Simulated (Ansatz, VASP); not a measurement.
# Two plane-wave programs on KZnF3

```
K Zn F
1.0
     3.99116    0.00000    0.00000
     0.00000    3.99116    0.00000
     0.00000    0.00000    4.10168
K Zn F
1 1 3
Cartesian
  0.0000 0.0000 0.0000
  1.9956 1.9956 2.0508
  0.0000 1.9956 2.0508
  1.9956 0.0000 2.0508
  1.9956 1.9956 0.0000
```

Alike in both runs: task single point; functional PBEsol; k mesh 6 × 6 × 6; occupations gaussian, width 0.02 eV; no spin polarisation.

|  | VASP | Ansatz |
| --- | --- | --- |
| version | VASP 6.6.1 | Ansatz 0.2.0 |
| potentials or method | VASP PAW PBE potentials, release 64 (K_sv, Zn, F), cutoff 520 eV | scalar-relativistic, plane waves, PAW |
| valence electrons in the cell | 42 | 42 |

|  | VASP | Ansatz | Ansatz less VASP |
| --- | --- | --- | --- |
| gap on the k mesh at the Fermi level (eV) | 3.60 | 3.67 | +0.077 |
| least direct gap on the mesh (eV) | 5.62 | 5.66 | +0.042 |
| pressure (GPa) | 2.0 | 1.6 | -0.42 |
| traceless stress, the component that is largest in VASP (GPa) | -1.71 | -1.61 | +0.099 |

VASP's potentials were made for PBE, not for PBEsol.
